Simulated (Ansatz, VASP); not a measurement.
# Rh: VASP beside Ansatz

```xyz
1
Lattice="0.0000 1.9016 1.9396 1.9016 0.0000 1.9396 1.9016 1.9016 0.0000" Properties=species:S:1:pos:R:3 pbc="T T T"
Rh    0.0000    0.0000    0.0000
```

Change from the starting cell: zz strain of +2 %.

Alike in both runs: task single point; functional PBEsol; k mesh 16 × 16 × 16; occupations fermi-dirac, width 0.08 eV; no spin polarisation.

|  | VASP | Ansatz |
| --- | --- | --- |
| version | VASP 6.6.1 | Ansatz 0.2.0 |
| potentials or method | VASP PAW PBE potentials, release 64 (Rh_pv), cutoff 520 eV | all-electron LAPW, scalar-relativistic |

|  | VASP | Ansatz | Ansatz less VASP |
| --- | --- | --- | --- |
| pressure (GPa) | -9.9 | -9.9 | +0.07 |
| traceless stress, the component that is largest in VASP (GPa) | -3.05 | -3.07 | -0.011 |

VASP's potentials were made for PBE, not for PBEsol. Ansatz ran all-electron here, and VASP with PAW potentials.
